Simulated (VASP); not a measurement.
Runs of VASP 6.6.1 on Sr2C. The structure is cubic, space group Fm-3m (No. 225). Conventional cell: a = 6.720 Å, b = 6.720 Å, c = 6.720 Å, α = 90.00°, β = 90.00°, γ = 90.00°. C (site symmetry m-3m) has 8 Sr at 2.91 Å within 3.8 Å. Sr (site symmetry -43m) has 4 C at 2.91 Å and 6 Sr at 3.36 Å within 3.8 Å. 

```csv
level,k mesh,smearing,grid for exact exchange (PRECFOCK),share of exact exchange,screening parameter,gap on the mesh (eV),pressure (GPa)
PBEsol,3 × 3 × 3,fermi-dirac 0.02 eV,-,-,-,(c),-1.0
PBEsol,5 × 5 × 5,fermi-dirac 0.02 eV,-,-,-,none,-1.1
PBE-based screened hybrid with 75 % exact exchange,4 × 4 × 4,fermi-dirac 0.02 eV,Normal,0.75,0.5 1/Å,0.52,-0.2
PBEsol,4 × 4 × 4,fermi-dirac 0.02 eV,-,-,-,none,-1.6
HSE06,4 × 4 × 4,fermi-dirac 0.02 eV,Normal,0.25,0.2079 1/Å,(a),0.4
PBEsol,4 × 4 × 4,methfessel-paxton 0.2 eV,-,-,-,none,(b)
```

Alike in all rows: task single point; potentials or basis VASP PAW PBE potentials, release 64 (C, Sr_sv); no spin polarisation; cell as given; cutoff (eV) 520.

Q: Fill in the values left out.

A: (a) 0.37; (b) -1.5; (c) 0.18.

Caveats: some runs use coarse meshes; the structure was generated, so it needn't be the stable form of Sr2C; the PAW data sets were made with another functional, which shifts forces and pressure a little; an odd mesh through Γ misses points on the zone boundary, where band edges can lie (at least some runs).

A k mesh can miss the band edges, and the runs leave out spin-orbit coupling on Sr.

A gap of «none» marks levels without a gap at the run's occupations.
